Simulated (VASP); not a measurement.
The system is CdF2.

```
Cd F
1.0
     0.00000    2.69410    2.69410
     2.69410    0.00000    2.69410
     2.69410    2.69410    0.00000
Cd F
1 2
Direct
  0.00000 0.00000 0.00000
  0.25000 0.25000 0.25000
  0.75000 0.75000 0.75000
```

Base run:

* Program: VASP 6.6.1
* Functional: r2SCAN
* Potentials or basis: VASP PAW PBE potentials, release 64 (Cd, F)
* Cutoff: 520 eV
* k mesh: 8 × 8 × 8
* Occupations: gaussian, width 0.05 eV
* Spin: no spin polarisation

Its results: band gap on the k mesh 3.75 eV (least direct gap 4.25 eV); pressure 1.0 GPa.

After a change of settings the same cell gave: band gap on the k mesh 3.75 eV (least direct gap 4.25 eV); pressure 0.0 GPa. Which change was it?
A. further incar settings from ALGO = Normal; EDIFF = 1e-07; NBANDS = 20 to ALGO = Normal; EDIFF = 1e-06; NBANDS = 20
B. spin from no spin polarisation to collinear spin; further incar settings from ALGO = Normal; EDIFF = 1e-07; NBANDS = 20 to ALGO = Normal; EDIFF = 1e-06; NBANDS = 24
C. further incar settings from ALGO = Normal; EDIFF = 1e-07; NBANDS = 20 to ALGO = Normal; EDIFF = 1e-06; NBANDS = 20; dispersion from none to D3(BJ)

C.

Caveats: the PAW data sets were made with another functional, which shifts forces and pressure a little.
